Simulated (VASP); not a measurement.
# P (R-3m) in VASP: further runs, part 2 of 2

VASP 6.6.1.

**4. Relaxation of cell and atoms, PBE+D3(BJ)**

This run uses another cell than the first one, of 16.14 Å³/atom, 1.045 times its volume.

The input, INCAR:

```
SYSTEM = P
PREC = Accurate ; ENCUT = 600
EDIFF = 1E-6 ; ISMEAR = 0
SIGMA = 0.05 ; LREAL = .FALSE.
LASPH = .TRUE. ; NELM = 80
ALGO = Normal ; ISIF = 3
LWAVE = .FALSE. ; LCHARG = .FALSE.
GGA = PE ; IVDW = 12
IBRION = 2 ; NSW = 80
EDIFFG = -0.03
```

The input, KPOINTS:

```
regular mesh
0
G
  8 8 8
  0 0 0
```

The input, POSCAR:

```
P
1.0
    1.7257251780      0.9963478961      3.1296800121
   -1.7257251780      0.9963478961      3.1296800121
    0.0000000000     -1.9926957921      3.1296800121
P
2
Direct
    0.2270802500      0.2270802500      0.2270802500
    0.7729197500      0.7729197500      0.7729197500
```

Run with:

```sh
$ cat potpaw_PBE.64/P/POTCAR > POTCAR
$ mpirun -np 1 vasp_std > vasp.out
```

Run time: 54 s. Hardware: 1 thread of AMD EPYC 9R45 (Zen 5), shared host; peak memory 0.15 GiB.

Results (log left out):

- Free energy: -11.5646 eV
- Relaxed volume: 14.87 Å³/atom
- Relaxed cell: a = 3.555 Å, b = 3.555 Å, c = 3.555 Å, α = 57.22°, β = 57.22°, γ = 57.22°
- Space group after relaxing (to 0.05 Å): R-3m (No. 166)
- Energy gained by relaxing: 18.9 meV/atom
- Ionic steps: 12
- Pressure after relaxing: -0.1 GPa
- Largest force after relaxing: 0.009 eV/Å
- Band gap on the k mesh: zero (band 5 reaches 10.49 eV, above the bottom of band 6 at 9.36 eV)
- Dispersion energy per atom: -0.475 eV

Forces on the atoms (eV/Å):
```
P    0.000  0.000  0.009
P    0.000  0.000 -0.009
```

Step by step:
```
step  energy change (eV)  largest force (eV/Å)  pressure (GPa)  volume (Å³)
   1              0.0000                0.1162           -2.69        32.29
   2             -0.0135                0.3554           -0.11        31.04
   3             -0.0148                0.4404            0.71        30.63
   4             -0.0255                0.3177            0.97        30.17
   5             -0.0339                0.1311            1.77        29.40
   6             -0.0372                0.0118           -0.56        29.93
   7             -0.0373                0.0127           -0.17        29.84
   8             -0.0373                0.0104           -0.18        29.85
   9             -0.0376                0.0198           -0.14        29.81
  10             -0.0378                0.0322           -0.05        29.77
  11             -0.0378                0.0359           -0.02        29.75
  12             -0.0379                0.0090           -0.06        29.73
```

Final structure:
```cif
data_structure
_symmetry_space_group_name_H-M 'P 1'
_symmetry_Int_Tables_number 1
_cell_length_a 3.5549
_cell_length_b 3.5549
_cell_length_c 3.5549
_cell_angle_alpha 57.222
_cell_angle_beta 57.222
_cell_angle_gamma 57.222
_cell_volume 29.73
loop_
_atom_site_label
_atom_site_type_symbol
_atom_site_fract_x
_atom_site_fract_y
_atom_site_fract_z
_atom_site_occupancy
P1 P 0.23337 0.23337 0.23337 1
P2 P 0.76663 0.76663 0.76663 1
```

Levels at points of the mesh, in eV from the Fermi level:
```
           k point  band 1  band 2  band 3  band 4  band 5  band 6  band 7  band 8  band 9
(0.00, 0.00, 0.00)  -17.05   -3.13   -2.78   -2.78   -2.61    2.10    3.21    3.21    5.44
(0.50, 0.00, 0.00)  -13.23  -12.40   -3.39   -3.04   -1.10   -0.19    0.28    0.66    9.82
(0.50, 0.50, 0.00)  -12.91   -9.90   -7.35   -5.82   -5.65    0.09    6.95    7.77    8.94
(0.50, 0.50, 0.50)  -14.34  -11.76   -2.60   -2.60   -0.62   -0.62    0.56    2.21    9.70
```

Caveat: pairwise dispersion overbinds metals, which lowers pressure and volume.

**5. Single point, r2SCAN+D3(BJ) (volume scaled by 0.880)**

The input, POSCAR:

```
P
1.0
    1.6866035188      0.9737609955      2.7594572115
   -1.6866035188      0.9737609955      2.7594572115
    0.0000000000     -1.9475219913      2.7594572114
P
2
Direct
    0.2402529782      0.2402529782      0.2402529782
    0.7597470218      0.7597470218      0.7597470218
```

The input, INCAR.step1:

```
SYSTEM = P
ALGO = Normal
EDIFF = 1E-4
ENCUT = 520
GGA = PE
ISMEAR = 0
LASPH = .True.
LCHARG = .False.
LREAL = .False.
LWAVE = .True.
NBANDS = 12
NELM = 60
PREC = Accurate
SIGMA = 0.05
```

The input, INCAR.step2:

```
SYSTEM = P
ALGO = Normal
EDIFF = 1E-7
ENCUT = 520
ISIF = 2
ISMEAR = 0
ISTART = 1
IVDW = 12
LASPH = .True.
LCHARG = .False.
LMIXTAU = .True.
LREAL = .False.
LWAVE = .False.
METAGGA = R2SCAN
NBANDS = 12
NELM = 60
PREC = Accurate
SIGMA = 0.05
VDW_A1 = 0.49484001
VDW_A2 = 5.73083694
VDW_S6 = 1.0
VDW_S8 = 0.78981345
```

The input, KPOINTS:

```
k-points
0
Gamma
  16 16 16
  0 0 0
```

Run with:

```sh
$ cat potpaw_PBE.64/P/POTCAR > POTCAR
$ cp INCAR.step1 INCAR
$ mpirun -np 1 vasp_std > vasp.out
$ cp INCAR.step2 INCAR
$ mpirun -np 1 vasp_std > vasp.out
```

Wall time 5 min (1 thread of AMD EPYC 9R45 (Zen 5), shared host); peak memory 0.22 GiB.

The run converged. Its results:

```
Free energy                : -18.1059 eV
Pressure                   : 7.1 GPa
Largest force              : 0.073 eV/Å
Band gap on the k mesh     : zero (band 5 reaches 11.95 eV, above the bottom of band 6 at 9.63 eV)
Dispersion energy per atom : -0.243 eV
```

Forces in eV/Å, atoms in the order of the input:
```
P    0.000  0.000 -0.073
P    0.000  0.000  0.073
```

Stress tensor (GPa, compression positive):
```
7.08 0.00 0.00
0.00 7.08 0.00
0.00 0.00 7.28
```

Levels at points of the mesh, in eV from the Fermi level:
| k point | band 3 | band 4 | band 5 | band 6 | band 7 | band 8 |
| --- | --- | --- | --- | --- | --- | --- |
| (0.00, 0.00, 0.00) | -2.87 | -2.65 | -0.88 | 3.62 | 4.15 | 4.15 |
| (0.50, 0.00, 0.00) | -2.83 | -2.37 | -1.26 | -0.88 | 1.54 | 1.87 |
| (0.50, 0.50, 0.00) | -7.79 | -6.30 | -6.15 | 0.42 | 8.81 | 9.02 |
| (0.50, 0.50, 0.50) | -2.51 | -2.51 | -1.28 | -1.28 | 1.27 | 2.27 |

Caveat: the cell differs from its parent crystal (volume scaled by 0.880); the PAW data sets were made with another functional, which shifts forces and pressure a little; pairwise dispersion overbinds metals, which lowers pressure and volume.

**6. The runs side by side**

```tsv
task	level	cell	k mesh	cutoff (eV)	gap on the mesh (eV)	pressure (GPa)	relaxed volume (Å³/atom)	largest force (eV/Å)
relaxation of shape and atoms at fixed volume	r2SCAN+D3(BJ)	relaxed from a = 3.615 Å, angles 56.7°, 2 atoms	16 × 16 × 16	600	none	0.0	15.45	-
single point	PBE+D3(BJ)	a = 3.518 Å, angles 58.4°, 2 atoms	8 × 8 × 8	520	none	-0.4	-	0.07
relaxation of cell and atoms	PBE+D3(BJ)	relaxed from a = 3.710 Å, angles 55.4°, 2 atoms	8 × 8 × 8	600	none	-0.1	14.87	0.01
single point	r2SCAN+D3(BJ)	a = 3.377 Å, angles 59.9°, 2 atoms	16 × 16 × 16	520	none	7.1	-	0.07
```

Alike in all rows: potentials or basis VASP PAW PBE potentials, release 64 (P); no spin polarisation; smearing gaussian 0.05 eV.

Caveats: pairwise dispersion overbinds metals, which lowers pressure and volume; the PAW data sets were made with another functional, which shifts forces and pressure a little (some runs).

Absolute energies hang on the potentials; compare differences alone.
